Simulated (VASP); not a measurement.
# GaAs (F-43m) in VASP: notebook

Aim: see how the results for GaAs move with the level of theory and the settings. Levels: PBEsol+D4, PBE-based global hybrid with 10 % exact exchange, PBE-based global hybrid with 15 % exact exchange. Tasks: relaxation of cell and atoms, single point.

Everything below comes from runs of VASP 6.6.1. Logs are shortened: lines on timing, memory, paths and dates and some standing lists are left out, and cuts for length are marked.

### Step 1. The cell of the first run

It takes space group F-43m (No. 216, cubic). Conventional cell: a = 5.654 Å, b = 5.654 Å, c = 5.654 Å, α = 90.00°, β = 90.00°, γ = 90.00°. Within 3.2 Å of As (site symmetry -43m) lie 4 Ga at 2.45 Å. Ga (site symmetry -43m) has 4 As at 2.45 Å within 3.2 Å.

### Step 2. Relaxation of cell and atoms, PBEsol+D4

The input, INCAR:

```
SYSTEM = GaAs
ALGO = Normal
EDIFF = 1E-7
EDIFFG = -0.01
ENCUT = 600
GGA = PS
IBRION = 2
ISIF = 3
ISMEAR = -1
IVDW = 13
LASPH = .TRUE.
LCHARG = .FALSE.
LREAL = .FALSE.
LWAVE = .FALSE.
NELM = 100
NSW = 60
PREC = Accurate
SIGMA = 0.05
```

The input, KPOINTS:

```
k-points
0
G
  8 8 8
  0 0 0
```

The input, POSCAR:

```
GaAs
1.0
    0.0000000000      2.8268500000      2.8268500000
    2.8268500000      0.0000000000      2.8268500000
    2.8268500000      2.8268500000      0.0000000000
As Ga
1 1
Direct
    0.7500000000      0.7500000000      0.7500000000
    0.0000000000      0.0000000000      0.0000000000
```

Potentials or basis: VASP PAW PBE potentials, release 64 (As, Ga_d).

Launch:

```bash
$ cat potpaw_PBE.64/As/POTCAR potpaw_PBE.64/Ga_d/POTCAR > POTCAR
$ mpirun -np 1 vasp_std > vasp.out
```

OUTCAR:

```text
SYSTEM = GaAs
   EDIFF = 1E-7
   EDIFFG = -0.01
   ENCUT = 600
   GGA = PS
   IBRION = 2
   ISIF = 3
   ISMEAR = -1
   IVDW = 13
   LASPH = .TRUE.
   LREAL = .FALSE.
   NELM = 100
   NSW = 60
   PREC = Accurate

 ion  position               nearest neighbor table
   1  0.750  0.750  0.750-   2 2.45   2 2.45   2 2.45   2 2.45
   2  0.000  0.000  0.000-   1 2.45   1 2.45   1 2.45   1 2.45

  LATTYP: Found a face centered cubic cell.
 ALAT       =     5.6537000000

  Lattice vectors:

 A1 = (   0.0000000000,   2.8268500000,   2.8268500000)
 A2 = (   2.8268500000,   0.0000000000,   2.8268500000)
 A3 = (   2.8268500000,   2.8268500000,   0.0000000000)

Analysis of symmetry for initial positions (statically):
=====================================================================
 Subroutine PRICEL returns:
 Original cell was already a primitive cell.

 Routine SETGRP: Setting up the symmetry group for a
 face centered cubic supercell.

 Subroutine GETGRP returns: Found 24 space group operations
 (whereof 24 operations were pure point group operations)
 out of a pool of 48 trial point group operations.

The static configuration has the point symmetry T_d .

Analysis of symmetry for dynamics (positions and initial velocities):
=====================================================================
 Subroutine PRICEL returns:
 Original cell was already a primitive cell.

 Routine SETGRP: Setting up the symmetry group for a
 face centered cubic supercell.

 Subroutine GETGRP returns: Found 24 space group operations
 (whereof 24 operations were pure point group operations)
 out of a pool of 48 trial point group operations.

The dynamic configuration has the point symmetry T_d .

 Subroutine INISYM returns: Found 24 space group operations
 (whereof 24 operations are pure point group operations),
 and found     1 'primitive' translations

----------------------------------------------------------------------------------------

                                     Primitive cell

  volume of cell :      45.1792

  direct lattice vectors                    reciprocal lattice vectors
     0.000000000  2.826850000  2.826850000    -0.176875321  0.176875321  0.176875321
     2.826850000  0.000000000  2.826850000     0.176875321 -0.176875321  0.176875321
     2.826850000  2.826850000  0.000000000     0.176875321  0.176875321 -0.176875321

  length of vectors
     3.997769609  3.997769609  3.997769609     0.306357042  0.306357042  0.306357042

  position of ions in fractional coordinates (direct lattice)
     0.750000000  0.750000000  0.750000000
     0.000000000  0.000000000  0.000000000

  ion indices of the primitive-cell ions
   primitive index   ion index
                 1           1
                 2           2

----------------------------------------------------------------------------------------

 KPOINTS: k-points

Automatic generation of k-mesh.
 Grid dimensions read from file:
 generate k-points for:    8    8    8

 Generating k-lattice:

  Cartesian coordinates                     Fractional coordinates (reciprocal lattice)
    -0.022109415  0.022109415  0.022109415     0.125000000  0.000000000  0.000000000
     0.022109415 -0.022109415  0.022109415     0.000000000  0.125000000  0.000000000
     0.022109415  0.022109415 -0.022109415     0.000000000  0.000000000  0.125000000

  Length of vectors
     0.038294630  0.038294630  0.038294630

  Shift w.r.t. Gamma in fractional coordinates (k-lattice)
     0.000000000  0.000000000  0.000000000

 Subroutine IBZKPT returns following result:
 ===========================================

 Found     29 irreducible k-points:

 Following reciprocal coordinates:
            Coordinates               Weight
  0.000000  0.000000  0.000000      1.000000
  0.125000  0.000000  0.000000      8.000000
  0.250000  0.000000  0.000000      8.000000
  0.375000  0.000000  0.000000      8.000000
  0.500000  0.000000  0.000000      4.000000
  0.125000  0.125000  0.000000      6.000000
[... 16 lines left out ...]
  0.500000  0.250000  0.125000     48.000000
 -0.375000  0.250000  0.125000     24.000000
 [... further k-points ...]
   k-points           NKPTS =     29   k-points in BZ     NKDIM =     29   number of bands    NBANDS=     13
   number of dos      NEDOS =    301   number of ions     NIONS =      2
   total plane-waves  NPLWV =  32768
   dimension x,y,z NGX =    32 NGY =   32 NGZ =   32
   dimension x,y,z NGXF=    64 NGYF=   64 NGZF=   64
   ions per type =               1   1
   NGX,Y,Z   is equivalent  to a cutoff of  13.31, 13.31, 13.31 a.u.
   NGXF,Y,Z  is equivalent  to a cutoff of  26.61, 26.61, 26.61 a.u.
 SYSTEM =  GaAs
   PREC   = accura    normal or accurate (medium, high low for compatibility)
   ISTART =      0    job   : 0-new  1-cont  2-samecut
   ICHARG =      2    charge: 1-file 2-atom 10-const
   ISPIN  =      1    spin polarized calculation?
   LNONCOLLINEAR =      F non collinear calculations
   LSORBIT =      F    spin-orbit coupling
   LASPH  =      T    aspherical Exc in radial PAW
   ENCUT  =  600.0 eV  44.10 Ry    6.64 a.u.   7.98  7.98  7.98*2*pi/ulx,y,z
   NELM   =    100;   NELMIN=  2; NELMDL= -5     # of ELM steps
   EDIFF  = 0.1E-06   stopping-criterion for ELM
   LREAL  =      F    real-space projection
   EDIFFG = -.1E-01   stopping-criterion for IOM
   NSW    =     60    number of steps for IOM
   IBRION =      2    ionic relax: 0-MD 1-quasi-New 2-CG
   NFREE  =      1    steps in history (QN), initial steepest desc. (CG)
   ISIF   =      3    stress and relaxation
   ISYM   =      2    0-nonsym 1-usesym 2-fastsym
   POTIM  = 0.5000    time-step for ionic-motion
   TEBEG  =    0.0;   TEEND  =   0.0 temperature during run
   PSTRESS=    0.0 pullay stress
   NELECT =      18.0000    total number of electrons
   NUPDOWN=      -1.0000    fix difference up-down
   EMIN   =  10.00;   EMAX   =-10.00  energy-range for DOS
   EFERMI =   0.00;   METHOD = LEGACY
   ISMEAR =    -1;   SIGMA  =   0.05  broadening in eV -4-tet -1-fermi 0-gaus
   EFERMI_NEDOS =   21; number of points for ismear=-14 and -15
   IALGO  =     38    algorithm
   IMIX   =      4    mixing-type and parameters
     AMIX     =   0.40;   BMIX     =  1.00
     AMIX_MAG =   1.60;   BMIX_MAG =  1.00
  volume/ion in A,a.u.               =      22.59       152.44
  Fermi-wavevector in a.u.,A,eV,Ry     =   1.204628  2.276417 19.743799  1.451128
  Thomas-Fermi vector in A             =   2.340347
   LORBIT       =      0    0 simple, 1 ext, 2 COOP (PROOUT), +10 PAW based schemes
   GGA     = PS    functional components
   LHFCALC =     F    Hartree Fock is set to
   AEXX    =    0.0000 exact exchange contribution
   IVDW    =    13    specifies the selected vdW correction
   LEPSILON=     F    determine dielectric tensor
   LRPA    =     F    only Hartree local field effects (RPA)
 conjugate gradient relaxation of ions
 non-spin polarized calculation
  energy-cutoff  :      600.00
  volume of cell :       45.18
 maximum number of plane-waves:      1540
   NGX = 15   NGY = 15   NGZ = 15

--------------------------------------- Ionic step        1  -------------------------------------------

 number of electron      18.0000011 magnetization

 Free energy of the ion-electron system (eV)
  ---------------------------------------------------
  ext. energy  EPLUGINS =         0.00000000
  ---------------------------------------------------
  free energy    TOTEN  =        -9.08716607 eV

  energy without entropy =       -9.08712472  energy(sigma->0) =       -9.08714540

------------------------ aborting loop because EDIFF is reached ----------------------------------------

  DFT-D4 for vdW energy calculation

  Edisp (eV):   -0.48059

  FORCE on cell =-STRESS in cart. coord.  units (eV):
  Direction    XX          YY          ZZ          XY          YZ          ZX
  --------------------------------------------------------------------------------------
  -------------------------------------------------------------------------------------
  Total      -0.35828    -0.35828    -0.35828    -0.00000     0.00000    -0.00000
  in kB     -12.70571   -12.70571   -12.70571    -0.00000     0.00000    -0.00000
  external pressure =      -12.71 kB  Pullay stress =        0.00 kB
[... 61 lines left out ...]
  energy  without entropy=       -9.5701699855  energy(sigma->0) =       -9.57017390

--------------------------------------- Ionic step        3  -------------------------------------------

 number of electron      18.0000008 magnetization

 Free energy of the ion-electron system (eV)
  ---------------------------------------------------
  ext. energy  EPLUGINS =         0.00000000
  ---------------------------------------------------
  free energy    TOTEN  =        -9.08243076 eV

  energy without entropy =       -9.08241714  energy(sigma->0) =       -9.08242395

 E-fermi :   4.2950     XC(G=0):  -9.8511

 val. band max:        3.9724237243   @ k =   0.0000   0.0000   0.0000
 cond. band min:       4.5600986629   @ k =   0.0000   0.0000   0.0000
 fundamental gap:      0.5876749386
 Fermi energy:         4.2950372474

 k-point     1 :       0.0000    0.0000    0.0000
  band No.  band energies     occupation
      1     -10.8380      2.00000
      2     -10.8380      2.00000
      3     -10.8380      2.00000
      4     -10.7536      2.00000
      5     -10.7536      2.00000
      6      -8.9085      2.00000
      7       3.9724      1.99685
      8       3.9724      1.99685
      9       3.9724      1.99685
     10       4.5601      0.00992
     11       7.6653      0.00000
     12       7.6653      0.00000
     13       7.6653      0.00000
[... 353 lines left out ...]
 k-point    24 :      -0.3750    0.2500    0.1250
  band No.  band energies     occupation
      1     -10.9342      2.00000
      2     -10.8116      2.00000
      3     -10.8034      2.00000
      4     -10.7585      2.00000
      5     -10.7499      2.00000
      6      -6.7199      2.00000
      7      -2.6335      2.00000
      8       0.6418      2.00000
      9       1.9666      2.00000
     10       7.0036      0.00000
     11       8.0431      0.00000
     12      10.3327      0.00000
     13      11.6652      0.00000

 [... further k-points ...]

------------------------ aborting loop because EDIFF is reached ----------------------------------------

  DFT-D4 for vdW energy calculation

  Edisp (eV):   -0.48850

  FORCE on cell =-STRESS in cart. coord.  units (eV):
  Direction    XX          YY          ZZ          XY          YZ          ZX
  --------------------------------------------------------------------------------------
  -------------------------------------------------------------------------------------
  Total       0.00191     0.00191     0.00191     0.00000     0.00000    -0.00000
  in kB       0.06904     0.06904     0.06904     0.00000     0.00000    -0.00000
  external pressure =        0.07 kB  Pullay stress =        0.00 kB
[... 17 lines left out ...]
  FREE ENERGIE OF THE ION-ELECTRON SYSTEM (eV)
  ---------------------------------------------------
  free  energy   TOTEN  =        -9.5709334514 eV

  energy  without entropy=       -9.5709198345  energy(sigma->0) =       -9.57092664

 reached required accuracy - stopping structural energy minimisation
```

It took 61 s on 1 thread of Intel Xeon 8259CL, shared host; peak memory 0.2 GiB.

What came out:

* Free energy: -9.5709 eV
* Relaxed volume: 22.20 Å³/atom
* Relaxed cell: a = 3.974 Å, b = 3.974 Å, c = 3.974 Å, α = 60.00°, β = 60.00°, γ = 60.00°
* Space group after relaxing (to 0.1 Å): F-43m (No. 216)
* Energy gained by relaxing: 1.6 meV/atom
* Ionic steps: 3
* Pressure after relaxing: 0.0 GPa
* Band gap on the k mesh: 0.59 eV
* Dispersion energy per atom: -0.244 eV

Step by step:
```csv
step,energy change (eV),largest force (eV/Å),pressure (GPa),volume (Å³)
1,0.0000,0.0000,-1.27,45.18
2,-0.0024,0.0000,0.62,44.02
3,-0.0032,0.0000,0.01,44.39
```

Final structure:
```yaml
crystal:
  lattice:
    - [0.00000, 2.81033, 2.81033]
    - [2.81033, 0.00000, 2.81033]
    - [2.81033, 2.81033, 0.00000]
  atoms:
    - { symbol: As, position: [0.75000, 0.75000, 0.75000] }
    - { symbol: Ga, position: [0.00000, 0.00000, 0.00000] }
```

Caveat: semilocal functionals underestimate gaps, and a narrow one can read as zero; the PAW data sets were made with another functional, which shifts forces and pressure a little. As with any semilocal functional, this PBEsol gap is likely too small.

### Step 3. Single point, PBE-based global hybrid with 10 % exact exchange

POSCAR is that of step 2.

The input, INCAR.step1:

```
PREC = Accurate
ENCUT = 520
EDIFF = 1E-5
ISMEAR = -1
SIGMA = 0.05
LREAL = False
LASPH = True
NELM = 80
ALGO = Normal
ISIF = 2
LWAVE = True
LCHARG = False
NBANDS = 16
GGA = PE
```

The input, INCAR.step2:

```
PREC = Accurate
ENCUT = 520
EDIFF = 1E-6
ISMEAR = -1
SIGMA = 0.05
LREAL = False
LASPH = True
NELM = 80
ALGO = Normal
ISIF = 2
LWAVE = False
LCHARG = False
GGA = PE
LHFCALC = True
AEXX = 0.1
PRECFOCK = Normal
NBANDS = 16
ISTART = 1
```

The input, KPOINTS:

```
regular mesh
0
Gamma
  5 5 5
```

Potentials or basis: VASP PAW PBE potentials, release 64 (As, Ga_d).

Launch:

```bash
$ cat potpaw_PBE.64/As/POTCAR potpaw_PBE.64/Ga_d/POTCAR > POTCAR
$ cp INCAR.step1 INCAR
$ mpirun -np 1 vasp_std > vasp.out
$ cp INCAR.step2 INCAR
$ mpirun -np 1 vasp_std > vasp.out
```

OUTCAR:

```text
PREC = Accurate
   ENCUT = 520
   EDIFF = 1E-6
   ISMEAR = -1
   LREAL = False
   LASPH = True
   NELM = 80
   ISIF = 2
   GGA = PE
   LHFCALC = True
   AEXX = 0.1
   PRECFOCK = Normal
   ISTART = 1

 ion  position               nearest neighbor table
   1  0.750  0.750  0.750-   2 2.45   2 2.45   2 2.45   2 2.45
   2  0.000  0.000  0.000-   1 2.45   1 2.45   1 2.45   1 2.45

  LATTYP: Found a face centered cubic cell.
 ALAT       =     5.6537000000

  Lattice vectors:

 A1 = (   0.0000000000,   2.8268500000,   2.8268500000)
 A2 = (   2.8268500000,   0.0000000000,   2.8268500000)
 A3 = (   2.8268500000,   2.8268500000,   0.0000000000)

Analysis of symmetry for initial positions (statically):
=====================================================================
 Subroutine PRICEL returns:
 Original cell was already a primitive cell.

[... 156 lines left out ...]
  ext. energy  EPLUGINS =         0.00000000
  ---------------------------------------------------
  free energy    TOTEN  =        -9.17320774 eV

  energy without entropy =       -9.17320729  energy(sigma->0) =       -9.17320752

 E-fermi :   4.2342     XC(G=0):  -8.7774

 val. band max:        3.6445367593   @ k =   0.0000   0.0000   0.0000
 cond. band min:       4.7688920004   @ k =   0.0000   0.0000   0.0000
 fundamental gap:      1.1243552411
 Fermi energy:         4.2341822230

 k-point     1 :       0.0000    0.0000    0.0000
  band No.  band energies     occupation
      1     -12.2282      2.00000
      2     -12.2282      2.00000
      3     -12.2282      2.00000
      4     -12.1489      2.00000
      5     -12.1489      2.00000
      6      -9.6167      2.00000
[... 167 lines left out ...]
      3     -12.1890      2.00000
      4     -12.1596      2.00000
      5     -12.1442      2.00000
      6      -7.2442      2.00000
[... 8 lines left out ...]
     15      15.6035      0.00000
     16      18.3704      0.00000

------------------------ aborting loop because EDIFF is reached ----------------------------------------

  FORCE on cell =-STRESS in cart. coord.  units (eV):
  Direction    XX          YY          ZZ          XY          YZ          ZX
  --------------------------------------------------------------------------------------
  -------------------------------------------------------------------------------------
  Total        0.6839632      0.6839632      0.6839632      0.0000000     -0.0000000      0.0000000
  in kB       24.2552091     24.2552091     24.2552091      0.0000000     -0.0000000      0.0000000
  external PRESSURE =      24.2552091 kB  Pullay stress =       0.0000000 kB

 VOLUME and BASIS-vectors are now :
 -----------------------------------------------------------------------------
  energy-cutoff  :      520.00
  volume of cell :       45.18
      direct lattice vectors                 reciprocal lattice vectors
     0.000000000  2.826850000  2.826850000    -0.176875321  0.176875321  0.176875321
     2.826850000  0.000000000  2.826850000     0.176875321 -0.176875321  0.176875321
     2.826850000  2.826850000  0.000000000     0.176875321  0.176875321 -0.176875321

 POSITION                                       TOTAL-FORCE (eV/Angst)
 -----------------------------------------------------------------------------------
      4.24027      4.24027      4.24027         0.000000      0.000000      0.000000
      0.00000      0.00000      0.00000        -0.000000     -0.000000     -0.000000
 -----------------------------------------------------------------------------------
    total drift:                                0.000056      0.000043      0.000034

  FREE ENERGIE OF THE ION-ELECTRON SYSTEM (eV)
  ---------------------------------------------------
  free  energy   TOTEN  =        -9.1732077387 eV

  energy  without entropy=       -9.1732072943  energy(sigma->0) =       -9.17320752
```

Wall time 22 min (1 thread of Intel Xeon 8259CL, shared host); peak memory 0.2 GiB.

Results:

```yaml
Free_energy: -9.1732 eV
Pressure: 2.4 GPa
Band_gap_on_the_k_mesh: 1.12 eV
```

Levels at points of the mesh, in eV from the valence-band top:
```tsv
k point	band 6	band 7	band 8	band 9	band 10	band 11	band 12	band 13
(0.00, 0.00, 0.00)	-13.26	0.00	0.00	0.00	1.12	4.32	4.32	4.32
```

Caveat: the PAW data sets were made with another functional, which shifts forces and pressure a little.

### Step 4. Single point, PBE-based global hybrid with 15 % exact exchange

POSCAR is that of step 3.

The input, INCAR.step1:

```
ALGO = Normal
EDIFF = 1E-5
ENCUT = 520
GGA = PE
ISIF = 2
ISMEAR = -1
LASPH = T
LREAL = F
LWAVE = T
NBANDS = 16
NELM = 100
PREC = Accurate
SIGMA = 0.05
```

The input, INCAR.step2:

```
AEXX = 0.15
ALGO = Normal
EDIFF = 1E-6
ENCUT = 520
GGA = PE
ISIF = 2
ISMEAR = -1
ISTART = 1
LASPH = T
LCHARG = T
LELF = T
LHFCALC = T
LREAL = F
LVHAR = T
LWAVE = F
NBANDS = 16
NELM = 100
PREC = Accurate
PRECFOCK = Normal
SIGMA = 0.05
```

The input, KPOINTS:

```
k-points
0
Gamma
  5 5 5
```

Launch:

```bash
$ cat potpaw_PBE.64/As/POTCAR potpaw_PBE.64/Ga_d/POTCAR > POTCAR
$ cp INCAR.step1 INCAR
$ mpirun -np 1 vasp_std > vasp.out
$ cp INCAR.step2 INCAR
$ mpirun -np 1 vasp_std > vasp.out
```

Wall time 24 min (1 thread of Intel Xeon 8259CL, shared host); peak memory 0.19 GiB.

Results (log left out):

| Property | Result |
| --- | --- |
| Free energy | -9.6771 eV |
| Pressure | 1.9 GPa |
| Band gap on the k mesh | 1.44 eV |

Levels at points of the mesh, in eV from the valence-band top:
| k point | band 6 | band 7 | band 8 | band 9 | band 10 | band 11 | band 12 | band 13 |
| --- | --- | --- | --- | --- | --- | --- | --- | --- |
| (0.00, 0.00, 0.00) | -13.52 | 0.00 | 0.00 | 0.00 | 1.44 | 4.63 | 4.63 | 4.63 |

Caveat: the PAW data sets were made with another functional, which shifts forces and pressure a little; an odd mesh through Γ misses points on the zone boundary, where band edges can lie.

### Step 5. Summary

| task | level | cell | k mesh | cutoff (eV) | grid for exact exchange (PRECFOCK) | share of exact exchange | gap on the mesh (eV) | pressure (GPa) |
| --- | --- | --- | --- | --- | --- | --- | --- | --- |
| relaxation of cell and atoms | PBEsol+D4 | relaxed | 8 × 8 × 8 | 600 | - | - | 0.59 | 0.0 |
| single point | PBE-based global hybrid with 10 % exact exchange | as given | 5 × 5 × 5 | 520 | Normal | 0.1 | 1.12 | 2.4 |
| single point | PBE-based global hybrid with 15 % exact exchange | as given | 5 × 5 × 5 | 520 | Normal | 0.15 | 1.44 | 1.9 |

Alike in all rows: potentials or basis VASP PAW PBE potentials, release 64 (As, Ga_d); no spin polarisation; smearing fermi-dirac 0.05 eV.

Caveats: the PAW data sets were made with another functional, which shifts forces and pressure a little; semilocal functionals underestimate gaps, and a narrow one can read as zero (at least some runs); an odd mesh through Γ misses points on the zone boundary, where band edges can lie (at least some runs).

Absolute energies hang on the potentials; compare differences alone.
